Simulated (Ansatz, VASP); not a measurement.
## Two plane-wave programs on Ca

```
Ca
1.0
     0.00000    2.71037    2.71037
     2.71037    0.00000    2.71037
     2.71037    2.71037    0.00000
Ca
1
Cartesian
  0.0000 0.0000 0.0000
```

Change from the starting cell: strain -0.030 along x and y, -0.030 along z, atoms carried along.

Alike in both runs: task single point; functional r2SCAN; k mesh 14 × 14 × 14; occupations gaussian, width 0.15 eV; no spin polarisation.

|  | VASP | Ansatz |
| --- | --- | --- |
| version | VASP 6.6.1 | Ansatz 0.2.0 |
| potentials or method | VASP PAW PBE potentials, release 64 (Ca_sv), cutoff 520 eV | scalar-relativistic, plane waves, PAW |
| valence electrons in the cell | 10 | 10 |

|  | VASP | Ansatz | Ansatz less VASP |
| --- | --- | --- | --- |
| gap on the k mesh at the Fermi level (eV) | none | none | - |
| pressure (GPa) | 1.7 | 1.6 | -0.07 |

VASP's potentials were made for PBE, not for r2SCAN. A gap of «none» marks a metal or a gap that the smearing closes.
